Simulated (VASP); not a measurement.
# Ir (Fm-3m) in VASP: notebook

Aim: see how the results for Ir move with the level of theory and the settings. Levels: revPBE+D4, r2SCAN, PBEsol, HSE06, PBE0. Tasks: relaxation of cell and atoms, single point.

Program: VASP 6.6.1. These are calculated values, not measurements. Logs are shortened: lines on timing, memory, paths and dates and some standing lists are left out, and cuts for length are marked.

## 1. The cell of the first run

The structure is cubic, space group Fm-3m (No. 225). The conventional cell has a = 3.831 Å, b = 3.831 Å, c = 3.831 Å, α = 90.00°, β = 90.00°, γ = 90.00°. Ir (site symmetry m-3m) has 12 Ir at 2.71 Å within 3.6 Å.

## 2. Relaxation of cell and atoms, revPBE+D4

Input file INCAR:

```
PREC = Accurate
ENCUT = 500
EDIFF = 1E-7
ISMEAR = -1
SIGMA = 0.05
LREAL = F
LASPH = T
NELM = 120
ALGO = Normal
ISIF = 3
LWAVE = F
LCHARG = F
GGA = RE
IVDW = 13
IBRION = 2
NSW = 80
EDIFFG = -0.005
GGA_COMPAT = F
NELMIN = 4
```

Input file KPOINTS:

```
regular mesh
0
Gamma
  12 12 12
```

Input file POSCAR:

```
Ir
1.0
    0.0000000000      1.9156000000      1.9156000000
    1.9156000000      0.0000000000      1.9156000000
    1.9156000000      1.9156000000      0.0000000000
Ir
1
Direct
    0.0000000000      0.0000000000      0.0000000000
```

Potentials or basis: VASP PAW PBE potentials, release 64 (Ir).

The run is started by

```
> cat potpaw_PBE.64/Ir/POTCAR > POTCAR
> mpirun -np 1 vasp_std > vasp.out
```

OUTCAR:

```text
PREC = Accurate
   ENCUT = 500
   EDIFF = 1E-7
   ISMEAR = -1
   LREAL = F
   LASPH = T
   NELM = 120
   ISIF = 3
   GGA = RE
   IVDW = 13
   IBRION = 2
   NSW = 80
   EDIFFG = -0.005
   NELMIN = 4

 ion  position               nearest neighbor table
   1  0.000  0.000  0.000-

  LATTYP: Found a face centered cubic cell.
 ALAT       =     3.8312000000

  Lattice vectors:

 A1 = (   0.0000000000,   1.9156000000,   1.9156000000)
 A2 = (   1.9156000000,   0.0000000000,   1.9156000000)
 A3 = (   1.9156000000,   1.9156000000,   0.0000000000)

Analysis of symmetry for initial positions (statically):
[... 5 lines left out ...]
 face centered cubic supercell.

 Subroutine GETGRP returns: Found 48 space group operations
 (whereof 48 operations were pure point group operations)
 out of a pool of 48 trial point group operations.

The static configuration has the point symmetry O_h .

Analysis of symmetry for dynamics (positions and initial velocities):
[... 5 lines left out ...]
 face centered cubic supercell.

 Subroutine GETGRP returns: Found 48 space group operations
 (whereof 48 operations were pure point group operations)
 out of a pool of 48 trial point group operations.

The dynamic configuration has the point symmetry O_h .

 Subroutine INISYM returns: Found 48 space group operations
 (whereof 48 operations are pure point group operations),
 and found     1 'primitive' translations

----------------------------------------------------------------------------------------

                                     Primitive cell

  volume of cell :      14.0587

  direct lattice vectors                    reciprocal lattice vectors
     0.000000000  1.915600000  1.915600000    -0.261014826  0.261014826  0.261014826
     1.915600000  0.000000000  1.915600000     0.261014826 -0.261014826  0.261014826
     1.915600000  1.915600000  0.000000000     0.261014826  0.261014826 -0.261014826

  length of vectors
     2.709067500  2.709067500  2.709067500     0.452090940  0.452090940  0.452090940

  position of ions in fractional coordinates (direct lattice)
     0.000000000  0.000000000  0.000000000

  ion indices of the primitive-cell ions
   primitive index   ion index
                 1           1

----------------------------------------------------------------------------------------

 KPOINTS: regular mesh

Automatic generation of k-mesh.
 Grid dimensions read from file:
 generate k-points for:   12   12   12

 Generating k-lattice:

  Cartesian coordinates                     Fractional coordinates (reciprocal lattice)
    -0.021751235  0.021751235  0.021751235     0.083333333  0.000000000  0.000000000
     0.021751235 -0.021751235  0.021751235     0.000000000  0.083333333  0.000000000
     0.021751235  0.021751235 -0.021751235     0.000000000  0.000000000  0.083333333

  Length of vectors
     0.037674245  0.037674245  0.037674245

  Shift w.r.t. Gamma in fractional coordinates (k-lattice)
     0.000000000  0.000000000  0.000000000

 Subroutine IBZKPT returns following result:
 ===========================================

 Found     72 irreducible k-points:

 Following reciprocal coordinates:
            Coordinates               Weight
  0.000000  0.000000  0.000000      1.000000
  0.083333  0.000000  0.000000      8.000000
  0.166667  0.000000  0.000000      8.000000
  0.250000  0.000000  0.000000      8.000000
  0.333333  0.000000  0.000000      8.000000
  0.416667  0.000000  0.000000      8.000000
[... 16 lines left out ...]
  0.500000  0.166667  0.000000     24.000000
 -0.416667  0.166667  0.000000     24.000000
 [... further k-points ...]
   k-points           NKPTS =     72   k-points in BZ     NKDIM =     72   number of bands    NBANDS=      8
   number of dos      NEDOS =    301   number of ions     NIONS =      1
   total plane-waves  NPLWV =   8000
   dimension x,y,z NGX =    20 NGY =   20 NGZ =   20
   dimension x,y,z NGXF=    40 NGYF=   40 NGZF=   40
   ions per type =               1
   NGX,Y,Z   is equivalent  to a cutoff of  12.27, 12.27, 12.27 a.u.
   NGXF,Y,Z  is equivalent  to a cutoff of  24.55, 24.55, 24.55 a.u.
 SYSTEM =  unknown system
   PREC   = accura    normal or accurate (medium, high low for compatibility)
   ISTART =      0    job   : 0-new  1-cont  2-samecut
   ICHARG =      2    charge: 1-file 2-atom 10-const
   ISPIN  =      1    spin polarized calculation?
   LNONCOLLINEAR =      F non collinear calculations
   LSORBIT =      F    spin-orbit coupling
   LASPH  =      T    aspherical Exc in radial PAW
   ENCUT  =  500.0 eV  36.75 Ry    6.06 a.u.   4.94  4.94  4.94*2*pi/ulx,y,z
   NELM   =    120;   NELMIN=  4; NELMDL= -5     # of ELM steps
   EDIFF  = 0.1E-06   stopping-criterion for ELM
   LREAL  =      F    real-space projection
   EDIFFG = -.5E-02   stopping-criterion for IOM
   NSW    =     80    number of steps for IOM
   IBRION =      2    ionic relax: 0-MD 1-quasi-New 2-CG
   NFREE  =      1    steps in history (QN), initial steepest desc. (CG)
   ISIF   =      3    stress and relaxation
   ISYM   =      2    0-nonsym 1-usesym 2-fastsym
   POTIM  = 0.5000    time-step for ionic-motion
   TEBEG  =    0.0;   TEEND  =   0.0 temperature during run
   PSTRESS=    0.0 pullay stress
   NELECT =       9.0000    total number of electrons
   NUPDOWN=      -1.0000    fix difference up-down
   EMIN   =  10.00;   EMAX   =-10.00  energy-range for DOS
[... 5 lines left out ...]
     AMIX     =   0.40;   BMIX     =  1.00
     AMIX_MAG =   1.60;   BMIX_MAG =  1.00
  volume/ion in A,a.u.               =      14.06        94.87
  Fermi-wavevector in a.u.,A,eV,Ry     =   1.410937  2.666284 27.085691  1.990742
  Thomas-Fermi vector in A             =   2.532839
   LORBIT       =      0    0 simple, 1 ext, 2 COOP (PROOUT), +10 PAW based schemes
   GGA     = RE    functional components
   LHFCALC =     F    Hartree Fock is set to
   AEXX    =    0.0000 exact exchange contribution
   IVDW    =    13    specifies the selected vdW correction
   LEPSILON=     F    determine dielectric tensor
   LRPA    =     F    only Hartree local field effects (RPA)
 conjugate gradient relaxation of ions
 non-spin polarized calculation
  energy-cutoff  :      500.00
  volume of cell :       14.06
 maximum number of plane-waves:       368
   NGX =  9   NGY =  9   NGZ =  9

--------------------------------------- Ionic step        1  -------------------------------------------

 number of electron       9.0000000 magnetization

 Free energy of the ion-electron system (eV)
  ---------------------------------------------------
  ext. energy  EPLUGINS =         0.00000000
  ---------------------------------------------------
  free energy    TOTEN  =        -8.31309878 eV

  energy without entropy =       -8.30838183  energy(sigma->0) =       -8.31074031

------------------------ aborting loop because EDIFF is reached ----------------------------------------

  DFT-D4 for vdW energy calculation

  Edisp (eV):   -1.49219

  FORCE on cell =-STRESS in cart. coord.  units (eV):
  Direction    XX          YY          ZZ          XY          YZ          ZX
  --------------------------------------------------------------------------------------
  -------------------------------------------------------------------------------------
  Total      -0.13762    -0.13762    -0.13762     0.00000     0.00000     0.00000
  in kB     -15.68338   -15.68338   -15.68338     0.00000     0.00000     0.00000
  external pressure =      -15.68 kB  Pullay stress =        0.00 kB
[... 59 lines left out ...]
  energy  without entropy=       -9.7966914127  energy(sigma->0) =       -9.79896577

--------------------------------------- Ionic step        3  -------------------------------------------

 number of electron       9.0000001 magnetization

 Free energy of the ion-electron system (eV)
  ---------------------------------------------------
  ext. energy  EPLUGINS =         0.00000000
  ---------------------------------------------------
  free energy    TOTEN  =        -8.30747020 eV

  energy without entropy =       -8.30278842  energy(sigma->0) =       -8.30512931

 E-fermi :  10.6725     XC(G=0): -14.0246

 val. band max:       10.6724164625   @ k =  -0.2500   0.0833   0.0000
 cond. band min:      10.8098185568   @ k =   0.3333   0.1667   0.0833
 fundamental gap:      0.1374020942
 Fermi energy:        10.6724980749

 k-point     1 :       0.0000    0.0000    0.0000
  band No.  band energies     occupation
      1      -0.5755      2.00000
      2       6.6960      2.00000
      3       6.6960      2.00000
      4       6.6960      2.00000
      5       9.4198      2.00000
      6       9.4198      2.00000
      7      24.9258      0.00000
      8      30.5840      0.00000
[... 243 lines left out ...]
 k-point    24 :      -0.4167    0.1667    0.0000
  band No.  band energies     occupation
      1       3.3923      2.00000
      2       5.8104      2.00000
      3       7.4207      2.00000
      4       7.6112      2.00000
      5      11.0983      0.00040
      6      14.4610      0.00000
      7      17.9976      0.00000
      8      25.9824      0.00000

 [... further k-points ...]

------------------------ aborting loop because EDIFF is reached ----------------------------------------

  DFT-D4 for vdW energy calculation

  Edisp (eV):   -1.49811

  FORCE on cell =-STRESS in cart. coord.  units (eV):
  Direction    XX          YY          ZZ          XY          YZ          ZX
  --------------------------------------------------------------------------------------
  -------------------------------------------------------------------------------------
  Total       0.00239     0.00239     0.00239     0.00000     0.00000    -0.00000
  in kB       0.27364     0.27364     0.27364     0.00000     0.00000    -0.00000
  external pressure =        0.27 kB  Pullay stress =        0.00 kB
[... 16 lines left out ...]
  FREE ENERGIE OF THE ION-ELECTRON SYSTEM (eV)
  ---------------------------------------------------
  free  energy   TOTEN  =        -9.8055819857 eV

  energy  without entropy=       -9.8009002066  energy(sigma->0) =       -9.80324110

 reached required accuracy - stopping structural energy minimisation
```

It took 29 s on 1 thread of AMD EPYC 7R43 (Zen 3), shared host; peak memory 0.1 GiB.

What came out:

- Free energy: -9.8056 eV
- Relaxed volume: 14.00 Å³/atom
- Relaxed cell: a = 2.705 Å, b = 2.705 Å, c = 2.705 Å, α = 60.00°, β = 60.00°, γ = 60.00°
- Space group after relaxing (to 0.05 Å): Fm-3m (No. 225)
- Energy gained by relaxing: 0.3 meV/atom
- Ionic steps: 3
- Pressure after relaxing: 0.0 GPa
- Dispersion energy per atom: -1.498 eV

Step by step:
| step | energy change (eV) | largest force (eV/Å) | pressure (GPa) | volume (Å³) |
| --- | --- | --- | --- | --- |
| 1 | 0.0000 | 0.0000 | -1.57 | 14.06 |
| 2 | 0.0041 | 0.0000 | 6.49 | 13.78 |
| 3 | -0.0003 | 0.0000 | 0.03 | 14.00 |

Final structure:
```cif
data_structure
_symmetry_space_group_name_H-M 'P 1'
_symmetry_Int_Tables_number 1
_cell_length_a 2.7053
_cell_length_b 2.7053
_cell_length_c 2.7053
_cell_angle_alpha 60.000
_cell_angle_beta 60.000
_cell_angle_gamma 60.000
_cell_volume 14.00
loop_
_atom_site_label
_atom_site_type_symbol
_atom_site_fract_x
_atom_site_fract_y
_atom_site_fract_z
_atom_site_occupancy
Ir1 Ir 0.00000 0.00000 0.00000 1
```

Levels at points of the mesh, in eV from the Fermi level:
```
           k point  band 2  band 3  band 4  band 5  band 6  band 7
(0.00, 0.00, 0.00)   -3.98   -3.98   -3.98   -1.25   -1.25   14.25
(0.50, 0.00, 0.00)   -4.09   -4.09   -0.82    0.88    0.88    7.36
(0.50, 0.50, 0.00)   -7.48    0.84    1.47    1.47    1.67   10.65
```

Caveat: the PAW data sets were made with another functional, which shifts forces and pressure a little; spin-orbit coupling is left out, which moves the levels of the heavy elements; pairwise dispersion overbinds metals, which lowers pressure and volume.

## 3. Single point, r2SCAN

POSCAR is that of step 2.

Input file INCAR.step1:

```
  PREC = Accurate
  ENCUT = 550
  ISMEAR = -1
  SIGMA = 0.05
  LREAL = False
  LASPH = True
  NELM = 120
  NBANDS = 14
  GGA = PE
  ALGO = Normal
  EDIFF = 1E-5
  LWAVE = True
  LCHARG = False
  GGA_COMPAT = False
```

Input file INCAR.step2:

```
  PREC = Accurate
  ENCUT = 550
  EDIFF = 1E-6
  ISMEAR = -1
  SIGMA = 0.05
  LREAL = False
  LASPH = True
  NELM = 120
  ALGO = Normal
  ISIF = 2
  LWAVE = False
  LCHARG = True
  METAGGA = R2SCAN
  LMIXTAU = True
  LELF = True
  LVHAR = True
  NBANDS = 14
  ISTART = 1
  GGA_COMPAT = False
```

Input file KPOINTS:

```
Automatic mesh
0
Gamma
  12 12 12
```

Potentials or basis: VASP PAW PBE potentials, release 64 (Ir_sv_GW).

The run is started by

```
> cat potpaw_PBE.64/Ir_sv_GW/POTCAR > POTCAR
> cp INCAR.step1 INCAR
> mpirun -np 1 vasp_std > vasp.out
> cp INCAR.step2 INCAR
> mpirun -np 1 vasp_std > vasp.out
```

It used 110 s of CPU time on 1 thread of AMD EPYC 7R13 Processor (Zen 3) (shared host).

Results (log left out):

| Property | Result |
| --- | --- |
| Free energy | -52.9223 eV |
| Pressure | 1.3 GPa |

Levels at points of the mesh, in eV from the Fermi level:
```tsv
k point	band 4	band 5	band 6	band 7	band 8	band 9	band 10	band 11	band 12	band 13
(0.00, 0.00, 0.00)	-50.90	-11.60	-4.07	-4.07	-4.07	-1.33	-1.33	14.22	20.05	20.05
(0.50, 0.00, 0.00)	-51.02	-8.50	-4.22	-4.22	-0.74	0.92	0.92	7.74	13.98	20.05
(0.50, 0.50, 0.00)	-51.22	-8.30	-7.72	0.83	1.56	1.56	1.73	11.19	12.06	12.06
```

Caveat: the PAW data sets were made with another functional, which shifts forces and pressure a little; spin-orbit coupling is left out, which moves the levels of the heavy elements.

## 4. Single point, PBEsol, non-collinear spin, zero start, spin-orbit coupling

Input file INCAR:

```
ALGO = Normal
EDIFF = 1E-6
ENCUT = 500
GGA = PS
GGA_COMPAT = False
ISIF = 2
ISMEAR = -1
LASPH = True
LCHARG = False
LMAXMIX = 4
LORBIT = 11
LORBMOM = True
LREAL = False
LSORBIT = True
LWAVE = False
MAGMOM = 0 0 0
NBANDS = 28
NELM = 200
PREC = Accurate
SIGMA = 0.05
```

Input file KPOINTS:

```
k-points
0
Gamma
  12 12 12
```

POSCAR is that of step 3.

The run is started by

```
> cat potpaw_PBE.64/Ir_sv_GW/POTCAR > POTCAR
> mpirun -np 1 vasp_ncl > vasp.out
```

Run time: 32 s. Hardware: 1 thread of Intel Xeon Platinum 8559C (Emerald Rapids), shared host; peak memory 0.19 GiB.

The run converged. Its results:

| Property | Result |
| --- | --- |
| Free energy | -12.4468 eV |
| Pressure | -2.0 GPa |
| Net moment | 0.00 μB per cell |
| Valence electrons inside the program's atomic spheres | Ir 16.56 |

Moments on the atoms (μB; x, y, z):
```
Ir  0.00 0.00 0.00
```

Caveat: the PAW data sets were made with another functional, which shifts forces and pressure a little.

(Part 1 of 2 ends here.)
